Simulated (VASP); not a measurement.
# Al8N7 (a cell with a defect) in VASP: single point with LDA

Aim: the single point of Al8N7 (a cell with a defect) with LDA.

Everything below comes from runs of VASP 6.6.1. Logs are shortened: lines on timing, memory, paths and dates and some standing lists are left out, and cuts for length are marked.

## (1) The cell of the first run

The cell holds a defect, 15 atoms: a = 5.672 Å, b = 5.672 Å, c = 5.672 Å, α = 60.00°, β = 60.00°, γ = 60.00°.

## (2) Single point, LDA (atom 9 moved 0.250 of the way to it and -0.375 Å across, host rigid)

Input file INCAR:

```
SYSTEM = Al8N7
ALGO     = Normal         ! electronic algorithm
EDIFF    = 1E-7           ! SCF threshold, eV
ENCUT    = 520            ! plane-wave cutoff, eV
ISIF     = 2              ! what is computed and relaxed
ISMEAR   = 0              ! smearing method
LASPH    = .True.         ! aspherical terms in the spheres
LCHARG   = .True.         ! write CHGCAR
LELF     = .True.         ! ELF
LREAL    = Auto         
LVHAR    = .True.       
LWAVE    = .False.        ! write WAVECAR
NBANDS   = 42             ! bands
NELECT   = 56.0         
NELM     = 100            ! most SCF steps
PREC     = Accurate       ! precision mode
SIGMA    = 0.05           ! smearing width, eV
```

Input file KPOINTS:

```
k-points
0
Gamma
  4 4 4
  0 0 0
```

Input file POSCAR:

```
Al8N7
1.0
   -4.0109247379      4.0109247379      0.0000000000
   -4.0109247379      0.0000000000      4.0109247379
    0.0000000000      4.0109247379      4.0109247379
Al N
8 7
Direct
    0.7500000000      0.7500000000      0.7500000000
    0.2500000000      0.7500000000      0.7500000000
    0.7500000000      0.2500000000      0.7500000000
    0.7500000000      0.7500000000      0.2500000000
    0.2500000000      0.2500000000      0.7500000000
    0.2500000000      0.7500000000      0.2500000000
    0.7500000000      0.2500000000      0.2500000000
    0.2500000000      0.2500000000      0.2500000000
    0.4217473244      0.9532526756      0.4532526756
    1.0000000000      0.5000000000      0.5000000000
    1.0000000000      1.0000000000      0.0000000000
    0.5000000000      0.5000000000      0.5000000000
    0.5000000000      1.0000000000      0.0000000000
    1.0000000000      0.5000000000      0.0000000000
    0.5000000000      0.5000000000      0.0000000000
```

Potentials or basis: VASP PAW LDA potentials, release 64 (Al, N).

The run is started by

```
$ cat potpaw_LDA.64/Al/POTCAR potpaw_LDA.64/N/POTCAR > POTCAR
$ mpirun -np 1 vasp_std > vasp.out
```

OUTCAR:

```text
SYSTEM = Al8N7
   EDIFF = 1E-7
   ENCUT = 520
   ISIF = 2
   ISMEAR = 0
   LASPH = .True.
   LREAL = Auto
   NELECT = 56.0
   NELM = 100
   PREC = Accurate

 ion  position               nearest neighbor table
   1  0.750  0.750  0.750-  10 2.01  13 2.01  14 2.01  15 2.01   3 2.84   4 2.84   2 2.84   4 2.84
                             6 2.84   7 2.84   3 2.84   5 2.84   7 2.84   2 2.84   5 2.84   6 2.84
   2  0.250  0.750  0.750-   9 1.63  11 2.01  12 2.01  14 2.01  15 2.01   6 2.84   1 2.84   5 2.84
                             4 2.84   6 2.84   8 2.84   3 2.84   5 2.84   8 2.84   1 2.84   3 2.84
   3  0.750  0.250  0.750-  10 2.01  11 2.01  12 2.01  13 2.01  15 2.01   7 2.84   1 2.84   5 2.84
                             4 2.84   7 2.84   8 2.84   1 2.84   2 2.84   4 2.84   2 2.84   5 2.84
   4  0.750  0.750  0.250-   9 1.78  10 2.01  11 2.01  12 2.01  13 2.01  14 2.01   1 2.84   6 2.84
                             7 2.84   1 2.84   2 2.84   3 2.84   3 2.84   7 2.84   8 2.84   2 2.84
   5  0.250  0.250  0.750-  10 2.01  11 2.01  12 2.01  13 2.01  14 2.01   9 2.48   2 2.84   3 2.84
                             8 2.84   6 2.84   7 2.84   8 2.84   1 2.84   2 2.84   6 2.84   1 2.84
   6  0.250  0.750  0.250-  10 2.01  11 2.01  12 2.01  13 2.01  15 2.01   8 2.84   2 2.84   4 2.84
                             1 2.84   2 2.84   5 2.84   5 2.84   7 2.84   8 2.84   1 2.84   4 2.84
   7  0.750  0.250  0.250-  11 2.01  12 2.01  14 2.01  15 2.01   4 2.84   8 2.84   3 2.84   1 2.84
                             3 2.84   5 2.84   1 2.84   4 2.84   6 2.84   5 2.84   6 2.84   8 2.84
   8  0.250  0.250  0.250-   9 1.63  10 2.01  13 2.01  14 2.01  15 2.01   7 2.84   5 2.84   6 2.84
                             2 2.84   3 2.84   5 2.84   2 2.84   4 2.84   6 2.84   3 2.84   4 2.84
   9  0.422  0.953  0.453-   2 1.63   8 1.63   4 1.78   5 2.48
  10  0.000  0.500  0.500-   1 2.01   3 2.01   4 2.01   5 2.01   6 2.01   8 2.01
  11  0.000  0.000  0.000-   2 2.01   3 2.01   4 2.01   5 2.01   6 2.01   7 2.01
  12  0.500  0.500  0.500-   2 2.01   3 2.01   4 2.01   5 2.01   6 2.01   7 2.01
  13  0.500  0.000  0.000-   1 2.01   3 2.01   4 2.01   5 2.01   6 2.01   8 2.01
  14  0.000  0.500  0.000-   1 2.01   2 2.01   4 2.01   5 2.01   7 2.01   8 2.01
  15  0.500  0.500  0.000-   1 2.01   2 2.01   3 2.01   6 2.01   7 2.01   8 2.01

  LATTYP: Found a face centered cubic cell.
 ALAT       =     8.0218494758

  Lattice vectors:

 A1 = (  -4.0109247379,   4.0109247379,   0.0000000000)
 A2 = (  -4.0109247379,   0.0000000000,   4.0109247379)
 A3 = (   0.0000000000,   4.0109247379,   4.0109247379)

Analysis of symmetry for initial positions (statically):
=====================================================================
 Subroutine PRICEL returns:
 Original cell was already a primitive cell.

 Routine SETGRP: Setting up the symmetry group for a
 face centered cubic supercell.

 Subroutine GETGRP returns: Found  2 space group operations
 (whereof  1 operations were pure point group operations)
 out of a pool of 48 trial point group operations.

The static configuration has the point symmetry C_1 .
 The point group associated with its full space group is C_1h.

Analysis of symmetry for dynamics (positions and initial velocities):
=====================================================================
 Subroutine PRICEL returns:
 Original cell was already a primitive cell.

 Routine SETGRP: Setting up the symmetry group for a
 face centered cubic supercell.

 Subroutine GETGRP returns: Found  2 space group operations
 (whereof  1 operations were pure point group operations)
 out of a pool of 48 trial point group operations.

The dynamic configuration has the point symmetry C_1 .
 The point group associated with its full space group is C_1h.

 Subroutine INISYM returns: Found  2 space group operations
 (whereof  1 operations are pure point group operations),
 and found     1 'primitive' translations

----------------------------------------------------------------------------------------

                                     Primitive cell

  volume of cell :     129.0516

  direct lattice vectors                    reciprocal lattice vectors
    -4.010924738  4.010924738  0.000000000    -0.124659532  0.124659532 -0.124659532
    -4.010924738  0.000000000  4.010924738    -0.124659532 -0.124659532  0.124659532
     0.000000000  4.010924738  4.010924738     0.124659532  0.124659532  0.124659532

  length of vectors
     5.672304162  5.672304162  5.672304162     0.215916643  0.215916643  0.215916643

  position of ions in fractional coordinates (direct lattice)
[... 54 lines left out ...]

 Subroutine IBZKPT returns following result:
 ===========================================

 Found     24 irreducible k-points:

 Following reciprocal coordinates:
            Coordinates               Weight
  0.000000  0.000000  0.000000      1.000000
  0.250000  0.000000  0.000000      2.000000
  0.000000  0.250000  0.000000      4.000000
  0.250000  0.250000  0.250000      2.000000
  0.500000  0.000000  0.000000      1.000000
  0.000000  0.500000  0.000000      2.000000
[... 16 lines left out ...]
 -0.250000  0.500000  0.250000      4.000000
  0.500000  0.250000 -0.250000      2.000000
   k-points           NKPTS =     24   k-points in BZ     NKDIM =     24   number of bands    NBANDS=     42
   number of dos      NEDOS =    301   number of ions     NIONS =     15
   total plane-waves  NPLWV =  74088
   dimension x,y,z NGX =    42 NGY =   42 NGZ =   42
   dimension x,y,z NGXF=    84 NGYF=   84 NGZF=   84
   ions per type =               8   7
   NGX,Y,Z   is equivalent  to a cutoff of  12.31, 12.31, 12.31 a.u.
   NGXF,Y,Z  is equivalent  to a cutoff of  24.62, 24.62, 24.62 a.u.
 SYSTEM =  Al8N7
   PREC   = accura    normal or accurate (medium, high low for compatibility)
   ISTART =      0    job   : 0-new  1-cont  2-samecut
   ICHARG =      2    charge: 1-file 2-atom 10-const
   ISPIN  =      1    spin polarized calculation?
   LNONCOLLINEAR =      F non collinear calculations
   LSORBIT =      F    spin-orbit coupling
   LASPH  =      T    aspherical Exc in radial PAW
   ENCUT  =  520.0 eV  38.22 Ry    6.18 a.u.  10.55 10.55 10.55*2*pi/ulx,y,z
   NELM   =    100;   NELMIN=  2; NELMDL= -5     # of ELM steps
   EDIFF  = 0.1E-06   stopping-criterion for ELM
   LREAL  =      T    real-space projection
   EDIFFG = 0.1E-05   stopping-criterion for IOM
   NSW    =      0    number of steps for IOM
   IBRION =     -1    ionic relax: 0-MD 1-quasi-New 2-CG
   NFREE  =      0    steps in history (QN), initial steepest desc. (CG)
   ISIF   =      2    stress and relaxation
   ISYM   =      2    0-nonsym 1-usesym 2-fastsym
   POTIM  = 0.5000    time-step for ionic-motion
   TEBEG  =    0.0;   TEEND  =   0.0 temperature during run
   PSTRESS=    0.0 pullay stress
   NELECT =      56.0000    total number of electrons
   NUPDOWN=      -1.0000    fix difference up-down
   EMIN   =  10.00;   EMAX   =-10.00  energy-range for DOS
   EFERMI =   0.00;   METHOD = LEGACY
   ISMEAR =     0;   SIGMA  =   0.05  broadening in eV -4-tet -1-fermi 0-gaus
   EFERMI_NEDOS =   21; number of points for ismear=-14 and -15
   IALGO  =     38    algorithm
   IMIX   =      4    mixing-type and parameters
     AMIX     =   0.40;   BMIX     =  1.00
     AMIX_MAG =   1.60;   BMIX_MAG =  1.00
  volume/ion in A,a.u.               =       8.60        58.06
  Fermi-wavevector in a.u.,A,eV,Ry     =   1.239414  2.342152 20.900543  1.536147
  Thomas-Fermi vector in A             =   2.373898
   LORBIT       =      0    0 simple, 1 ext, 2 COOP (PROOUT), +10 PAW based schemes
   GGA     = CA    functional components
   LHFCALC =     F    Hartree Fock is set to
   AEXX    =    0.0000 exact exchange contribution
   IVDW    =     0    specifies the selected vdW correction
   LEPSILON=     F    determine dielectric tensor
   LRPA    =     F    only Hartree local field effects (RPA)
 non-spin polarized calculation
 Gauss-broadening in eV      SIGMA  =   0.05
  energy-cutoff  :      520.00
  volume of cell :      129.05
 maximum number of plane-waves:      3511
   NGX = 21   NGY = 21   NGZ = 21

 number of electron      55.9999991 magnetization

 Free energy of the ion-electron system (eV)
  ---------------------------------------------------
  ext. energy  EPLUGINS =         0.00000000
  ---------------------------------------------------
  free energy    TOTEN  =      -142.35360398 eV

  energy without entropy =     -142.34802429  energy(sigma->0) =     -142.35081414

 E-fermi :   9.1444     XC(G=0): -12.1417

 val. band max:        9.1422419049   @ k =   0.0000   0.2500   0.2500
 cond. band min:       9.1471808089   @ k =   0.0000   0.5000   0.0000
 fundamental gap:      0.0049389040
 Fermi energy:         9.1444412068

 k-point     1 :       0.0000    0.0000    0.0000
  band No.  band energies     occupation
      1      -7.7351      2.00000
      2      -5.1392      2.00000
      3      -4.6317      2.00000
      4      -4.4296      2.00000
      5      -3.7722      2.00000
      6      -3.6476      2.00000
[... 1021 lines left out ...]
     39      18.5880      0.00000
     40      18.8157      0.00000
 [bands above 40 left out]

------------------------ aborting loop because EDIFF is reached ----------------------------------------

  FORCE on cell =-STRESS in cart. coord.  units (eV):
  Direction    XX          YY          ZZ          XY          YZ          ZX
  --------------------------------------------------------------------------------------
  -------------------------------------------------------------------------------------
  Total      -26.2311791    -26.2311791    -27.4929600      5.6183860     -1.7488251      1.7488250
  in kB     -325.6603314   -325.6603314   -341.3253528     69.7523138    -21.7116792     21.7116785
  external PRESSURE =    -330.8820052 kB  Pullay stress =       0.0000000 kB

 VOLUME and BASIS-vectors are now :
 -----------------------------------------------------------------------------
  energy-cutoff  :      520.00
  volume of cell :      129.05
      direct lattice vectors                 reciprocal lattice vectors
    -4.010924738  4.010924738  0.000000000    -0.124659532  0.124659532 -0.124659532
    -4.010924738  0.000000000  4.010924738    -0.124659532 -0.124659532  0.124659532
     0.000000000  4.010924738  4.010924738     0.124659532  0.124659532  0.124659532

 POSITION                                       TOTAL-FORCE (eV/Angst)
 -----------------------------------------------------------------------------------
     -6.01639      6.01639      6.01639         2.971631      1.376271     -0.109972
     -4.01092      4.01092      6.01639         6.302636      4.504772      1.386583
     -4.01092      6.01639      4.01092         0.191480     -0.191480      2.854026
     -6.01639      4.01092      4.01092        -0.272596      0.272596     -2.955537
     -2.00546      4.01092      4.01092         0.197129     -0.197129      1.257012
     -4.01092      2.00546      4.01092        -0.088899      0.088899     -2.879046
     -4.01092      4.01092      2.00546        -1.376271     -2.971631     -0.109972
     -2.00546      2.00546      2.00546        -4.504772     -6.302636      1.386583
     -5.51502      3.50956      5.64139        -4.646450      4.646450      3.136585
     -2.00546      2.00546      4.01092        -0.060788     -0.123175      0.466526
      0.00000      0.00000      0.00000         0.123175      0.060788      0.466526
     -4.01092      4.01092      4.01092         1.701528      0.358444     -2.440329
     -2.00546      2.00546      0.00000        -0.358444     -1.701528     -2.440329
     -2.00546      0.00000      2.00546        -0.078155      0.078155      0.009442
     -4.01092      2.00546      2.00546        -0.101205      0.101205     -0.028097
 -----------------------------------------------------------------------------------
    total drift:                               -0.001798      0.001798      0.000775

  FREE ENERGIE OF THE ION-ELECTRON SYSTEM (eV)
  ---------------------------------------------------
  free  energy   TOTEN  =      -142.3536039802 eV

  energy  without entropy=     -142.3480242916  energy(sigma->0) =     -142.35081414
```

Run time: 7.2 min. Hardware: 1 thread of Intel Xeon Platinum 8488C (Sapphire Rapids), shared host; peak memory 0.25 GiB.

Results:

```
Free energy   : -142.3536 eV
Largest force : 7.870 eV/Å
```

Forces in eV/Å, atoms in the order of the input:
```
Al   2.972  1.376 -0.110
Al   6.303  4.505  1.387
Al   0.191 -0.191  2.854
Al  -0.273  0.273 -2.956
Al   0.197 -0.197  1.257
Al  -0.089  0.089 -2.879
Al  -1.376 -2.972 -0.110
Al  -4.505 -6.303  1.387
N   -4.646  4.646  3.137
N   -0.061 -0.123  0.467
N    0.123  0.061  0.467
N    1.702  0.358 -2.440
N   -0.358 -1.702 -2.440
N   -0.078  0.078  0.009
N   -0.101  0.101 -0.028
```

Caveat: the cell carries a net charge on a neutralising background, which shifts energy and pressure; the cell differs from its parent crystal (atom 9 moved 0.250 of the way to it and -0.375 Å across, host rigid); the cell is charged against a uniform background, so pressure and absolute levels hang on convention.
